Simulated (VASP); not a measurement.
# WSe2 (single layer cut from the bulk crystal) in VASP: single point with PBE

Aim: the single point of WSe2 (single layer cut from the bulk crystal) with PBE.

Program: VASP 6.6.1. These are calculated values, not measurements. Logs are shortened: lines on timing, memory, paths and dates and some standing lists are left out, and cuts for length are marked.

## (1) The cell of the first run

The cell holds a slab with vacuum, 3 atoms: a = 3.318 Å, b = 3.318 Å, c = 16.325 Å, α = 90.00°, β = 90.00°, γ = 120.00°.

## (2) Single point, PBE

The input, INCAR:

```
SYSTEM = WSe2
ALGO = Normal ; EDIFF = 1E-6
ENCUT = 520 ; GGA = PE
ISIF = 2 ; ISMEAR = 0
LASPH = .True. ; LCHARG = .False.
LREAL = .False. ; LWAVE = .False.
NBANDS = 20 ; NELM = 100
PREC = Accurate ; SIGMA = 0.05
```

The input, KPOINTS:

```
k-points
0
Gamma
  24 24 1
  0 0 0
```

The input, POSCAR:

```
WSe2
1.0
    3.3181158900      0.0000000000      0.0000000000
   -1.6590579500      2.8735726600      0.0000000000
    0.0000000000      0.0000000000     16.3252586200
W Se
1 2
Direct
    0.0000000000      0.0000000000      0.5000000000
    0.3333333300      0.6666666700      0.6018677500
    0.3333333300      0.6666666700      0.3981322500
```

Potentials or basis: VASP PAW PBE potentials, release 64 (W_sv, Se).

The run is started by

```console
$ cat potpaw_PBE.64/W_sv/POTCAR potpaw_PBE.64/Se/POTCAR > POTCAR
$ mpirun -np 1 vasp_std > vasp.out
```

OUTCAR:

```text
SYSTEM = WSe2
   EDIFF = 1E-6
   ENCUT = 520
   GGA = PE
   ISIF = 2
   ISMEAR = 0
   LASPH = .True.
   LREAL = .False.
   NELM = 100
   PREC = Accurate

 ion  position               nearest neighbor table
   1  0.000  0.000  0.500-   2 2.54   3 2.54   2 2.54   3 2.54   2 2.54   3 2.54
   2  0.333  0.667  0.602-   1 2.54   1 2.54   1 2.54
   3  0.333  0.667  0.398-   1 2.54   1 2.54   1 2.54

  LATTYP: Found a hexagonal cell.
 ALAT       =     3.3181158900
 C/A-ratio  =     4.9200387091

  Lattice vectors:

 A1 = (   3.3181158900,   0.0000000000,   0.0000000000)
 A2 = (  -1.6590579500,   2.8735726600,   0.0000000000)
 A3 = (   0.0000000000,   0.0000000000,  16.3252586200)

Analysis of symmetry for initial positions (statically):
=====================================================================
 Subroutine PRICEL returns:
 Original cell was already a primitive cell.

 Routine SETGRP: Setting up the symmetry group for a
 hexagonal supercell.

 Subroutine GETGRP returns: Found 12 space group operations
 (whereof 12 operations were pure point group operations)
 out of a pool of 24 trial point group operations.

The static configuration has the point symmetry D_3h.

Analysis of symmetry for dynamics (positions and initial velocities):
=====================================================================
 Subroutine PRICEL returns:
 Original cell was already a primitive cell.

 Routine SETGRP: Setting up the symmetry group for a
 hexagonal supercell.

 Subroutine GETGRP returns: Found 12 space group operations
 (whereof 12 operations were pure point group operations)
 out of a pool of 24 trial point group operations.

The dynamic configuration has the point symmetry D_3h.

 Subroutine INISYM returns: Found 12 space group operations
 (whereof 12 operations are pure point group operations),
 and found     1 'primitive' translations

----------------------------------------------------------------------------------------

                                     Primitive cell

  volume of cell :     155.6588

  direct lattice vectors                    reciprocal lattice vectors
     3.318115890  0.000000000  0.000000000     0.301375851  0.173999429  0.000000000
    -1.659057950  2.873572660  0.000000000     0.000000000  0.347998857  0.000000000
     0.000000000  0.000000000 16.325258620     0.000000000  0.000000000  0.061254772

  length of vectors
     3.318115890  3.318115898 16.325258620     0.347998857  0.347998857  0.061254772

  position of ions in fractional coordinates (direct lattice)
     0.000000000  0.000000000  0.500000000
     0.333333330  0.666666670  0.601867750
     0.333333330  0.666666670  0.398132250

  ion indices of the primitive-cell ions
   primitive index   ion index
                 1           1
                 2           2
                 3           3

----------------------------------------------------------------------------------------

 KPOINTS: k-points

Automatic generation of k-mesh.
 Grid dimensions read from file:
 generate k-points for:   24   24    1

 Generating k-lattice:

  Cartesian coordinates                     Fractional coordinates (reciprocal lattice)
     0.012557327  0.007249976  0.000000000     0.041666667  0.000000000  0.000000000
     0.000000000  0.014499952  0.000000000     0.000000000  0.041666667  0.000000000
     0.000000000  0.000000000  0.061254772     0.000000000  0.000000000  1.000000000

  Length of vectors
     0.014499952  0.014499952  0.061254772

  Shift w.r.t. Gamma in fractional coordinates (k-lattice)
     0.000000000  0.000000000  0.000000000

 Subroutine IBZKPT returns following result:
 ===========================================

 Found     61 irreducible k-points:

 Following reciprocal coordinates:
            Coordinates               Weight
  0.000000  0.000000  0.000000      1.000000
  0.041667  0.000000  0.000000      6.000000
  0.083333  0.000000  0.000000      6.000000
  0.125000  0.000000  0.000000      6.000000
  0.166667  0.000000  0.000000      6.000000
  0.208333  0.000000  0.000000      6.000000
[... 16 lines left out ...]
  0.416667  0.041667  0.000000     12.000000
  0.458333  0.041667  0.000000     12.000000
 [... further k-points ...]
   k-points           NKPTS =     61   k-points in BZ     NKDIM =     61   number of bands    NBANDS=     20
   number of dos      NEDOS =    301   number of ions     NIONS =      3
   total plane-waves  NPLWV =  98784
   dimension x,y,z NGX =    28 NGY =   28 NGZ =  126
   dimension x,y,z NGXF=    56 NGYF=   56 NGZF=  252
   ions per type =               1   2
   NGX,Y,Z   is equivalent  to a cutoff of  14.03, 14.03, 12.83 a.u.
   NGXF,Y,Z  is equivalent  to a cutoff of  28.06, 28.06, 25.66 a.u.
 SYSTEM =  WSe2
   PREC   = accura    normal or accurate (medium, high low for compatibility)
   ISTART =      0    job   : 0-new  1-cont  2-samecut
   ICHARG =      2    charge: 1-file 2-atom 10-const
   ISPIN  =      1    spin polarized calculation?
   LNONCOLLINEAR =      F non collinear calculations
   LSORBIT =      F    spin-orbit coupling
   LASPH  =      T    aspherical Exc in radial PAW
   ENCUT  =  520.0 eV  38.22 Ry    6.18 a.u.   6.17  6.17 30.35*2*pi/ulx,y,z
   NELM   =    100;   NELMIN=  2; NELMDL= -5     # of ELM steps
   EDIFF  = 0.1E-05   stopping-criterion for ELM
   LREAL  =      F    real-space projection
   EDIFFG = 0.1E-04   stopping-criterion for IOM
   NSW    =      0    number of steps for IOM
   IBRION =     -1    ionic relax: 0-MD 1-quasi-New 2-CG
   NFREE  =      0    steps in history (QN), initial steepest desc. (CG)
   ISIF   =      2    stress and relaxation
   ISYM   =      2    0-nonsym 1-usesym 2-fastsym
   POTIM  = 0.5000    time-step for ionic-motion
   TEBEG  =    0.0;   TEEND  =   0.0 temperature during run
   PSTRESS=    0.0 pullay stress
   NELECT =      26.0000    total number of electrons
   NUPDOWN=      -1.0000    fix difference up-down
   EMIN   =  10.00;   EMAX   =-10.00  energy-range for DOS
   EFERMI =   0.00;   METHOD = LEGACY
   ISMEAR =     0;   SIGMA  =   0.05  broadening in eV -4-tet -1-fermi 0-gaus
   EFERMI_NEDOS =   21; number of points for ismear=-14 and -15
   IALGO  =     38    algorithm
   IMIX   =      4    mixing-type and parameters
     AMIX     =   0.40;   BMIX     =  1.00
     AMIX_MAG =   1.60;   BMIX_MAG =  1.00
  volume/ion in A,a.u.               =      51.89       350.15
  Fermi-wavevector in a.u.,A,eV,Ry     =   0.901588  1.703754 11.059639  0.812861
  Thomas-Fermi vector in A             =   2.024687
   LORBIT       =      0    0 simple, 1 ext, 2 COOP (PROOUT), +10 PAW based schemes
   GGA     = PE    functional components
   LHFCALC =     F    Hartree Fock is set to
   AEXX    =    0.0000 exact exchange contribution
   IVDW    =     0    specifies the selected vdW correction
   LEPSILON=     F    determine dielectric tensor
   LRPA    =     F    only Hartree local field effects (RPA)
 non-spin polarized calculation
 Gauss-broadening in eV      SIGMA  =   0.05
  energy-cutoff  :      520.00
  volume of cell :      155.66
 maximum number of plane-waves:      4225
 NGX is ok and might be reduce to    28
   NGX = 13   NGY = 13   NGZ = 61

 number of electron      26.0000003 magnetization

 Free energy of the ion-electron system (eV)
  ---------------------------------------------------
  ext. energy  EPLUGINS =         0.00000000
  ---------------------------------------------------
  free energy    TOTEN  =       -21.61729501 eV

  energy without entropy =      -21.61729501  energy(sigma->0) =      -21.61729501

 E-fermi :  -0.3896     XC(G=0):  -4.8704

 val. band max:       -0.7943327031   @ k =   0.3333   0.3333   0.0000
 cond. band min:       0.7286973949   @ k =   0.3333   0.3333   0.0000
 fundamental gap:      1.5230300980
 Fermi energy:        -0.3896209648

 k-point     1 :       0.0000    0.0000    0.0000
  band No.  band energies     occupation
      1     -74.8460      2.00000
      2     -39.0720      2.00000
      3     -38.9731      2.00000
      4     -38.9731      2.00000
      5     -15.5325      2.00000
      6     -14.2451      2.00000
[... 12 lines left out ...]
     19       4.1450      0.00000
     20       4.3758      0.00000

 k-point     2 :       0.0417    0.0000    0.0000
  band No.  band energies     occupation
      1     -74.8458      2.00000
      2     -39.0713      2.00000
      3     -38.9768      2.00000
      4     -38.9740      2.00000
      5     -15.5069      2.00000
      6     -14.2326      2.00000
[... 12 lines left out ...]
     19       4.1810      0.00000
     20       4.4701      0.00000

 k-point     3 :       0.0833    0.0000    0.0000
  band No.  band energies     occupation
      1     -74.8454      2.00000
      2     -39.0693      2.00000
      3     -38.9875      2.00000
      4     -38.9765      2.00000
      5     -15.4310      2.00000
      6     -14.1955      2.00000
[... 12 lines left out ...]
     19       4.2845      0.00000
     20       4.7407      0.00000

 k-point     4 :       0.1250    0.0000    0.0000
  band No.  band energies     occupation
      1     -74.8447      2.00000
      2     -39.0660      2.00000
      3     -39.0046      2.00000
      4     -38.9805      2.00000
      5     -15.3074      2.00000
      6     -14.1352      2.00000
[... 12 lines left out ...]
     19       4.4484      0.00000
     20       5.1082      0.00000

 k-point     5 :       0.1667    0.0000    0.0000
  band No.  band energies     occupation
      1     -74.8437      2.00000
      2     -39.0618      2.00000
      3     -39.0267      2.00000
      4     -38.9857      2.00000
      5     -15.1404      2.00000
      6     -14.0540      2.00000
[... 12 lines left out ...]
     19       4.6678      0.00000
     20       5.4526      0.00000
[... 353 lines left out ...]
      6     -13.5491      2.00000
[... 12 lines left out ...]
     19       5.7250      0.00000
     20       6.0585      0.00000

 k-point    22 :       0.3750    0.0417    0.0000
  band No.  band energies     occupation
      1     -74.8378      2.00000
      2     -39.1621      2.00000
      3     -39.0350      2.00000
      4     -39.0202      2.00000
      5     -13.8597      2.00000
      6     -13.4529      2.00000
[... 12 lines left out ...]
     19       5.9561      0.00000
     20       6.2603      0.00000

 k-point    23 :       0.4167    0.0417    0.0000
  band No.  band energies     occupation
      1     -74.8372      2.00000
      2     -39.1754      2.00000
      3     -39.0323      2.00000
      4     -39.0236      2.00000
      5     -13.6979      2.00000
      6     -13.3818      2.00000
[... 12 lines left out ...]
     19       6.2021      0.00000
     20       6.3853      0.00000

 k-point    24 :       0.4583    0.0417    0.0000
  band No.  band energies     occupation
      1     -74.8369      2.00000
      2     -39.1823      2.00000
      3     -39.0309      2.00000
      4     -39.0254      2.00000
      5     -13.6101      2.00000
      6     -13.3439      2.00000
[... 12 lines left out ...]
     19       6.3693      0.00000
     20       6.4614      0.00000

 [... further k-points ...]

------------------------ aborting loop because EDIFF is reached ----------------------------------------

  FORCE on cell =-STRESS in cart. coord.  units (eV):
  Direction    XX          YY          ZZ          XY          YZ          ZX
  --------------------------------------------------------------------------------------
  -------------------------------------------------------------------------------------
  Total        0.4968634      0.4968634      1.0667025     -0.0000000      0.0000000     -0.0000000
  in kB        5.1141535      5.1141535     10.9794378     -0.0000000      0.0000000     -0.0000000
  external PRESSURE =       7.0692482 kB  Pullay stress =       0.0000000 kB

 VOLUME and BASIS-vectors are now :
 -----------------------------------------------------------------------------
  energy-cutoff  :      520.00
  volume of cell :      155.66
      direct lattice vectors                 reciprocal lattice vectors
     3.318115890  0.000000000  0.000000000     0.301375851  0.173999429  0.000000000
    -1.659057950  2.873572660  0.000000000     0.000000000  0.347998857  0.000000000
     0.000000000  0.000000000 16.325258620     0.000000000  0.000000000  0.061254772

 POSITION                                       TOTAL-FORCE (eV/Angst)
 -----------------------------------------------------------------------------------
      0.00000      0.00000      8.16263         0.000000      0.000000      0.000000
     -0.00000      1.91572      9.82565        -0.000000      0.000000      0.324096
     -0.00000      1.91572      6.49961         0.000000      0.000000     -0.324096
 -----------------------------------------------------------------------------------
    total drift:                                0.000011     -0.000006     -0.000000

  FREE ENERGIE OF THE ION-ELECTRON SYSTEM (eV)
  ---------------------------------------------------
  free  energy   TOTEN  =       -21.6172950147 eV

  energy  without entropy=      -21.6172950147  energy(sigma->0) =      -21.61729501
```

It used 700 s of CPU time on 1 thread of AMD EPYC 7R13 Processor (Zen 3), on a shared host.

Results:

- Free energy: -21.6173 eV
- Largest force: 0.324 eV/Å
- Band gap on the k mesh: 1.52 eV, direct

Forces on the atoms (eV/Å):
```
W    0.000  0.000  0.000
Se   0.000  0.000  0.324
Se   0.000  0.000 -0.324
```

Levels at points of the mesh, in eV from the valence-band top:
```csv
k point,band 10,band 11,band 12,band 13,band 14,band 15,band 16,band 17
"(0.00, 0.00, 0.00)",-2.10,-1.28,-1.28,-0.27,2.93,2.93,3.13,3.13
"(0.50, 0.00, 0.00)",-3.02,-2.08,-0.98,-0.97,2.35,2.74,3.73,4.37
```

Caveat: spin-orbit coupling is left out, which moves the levels of the heavy elements.
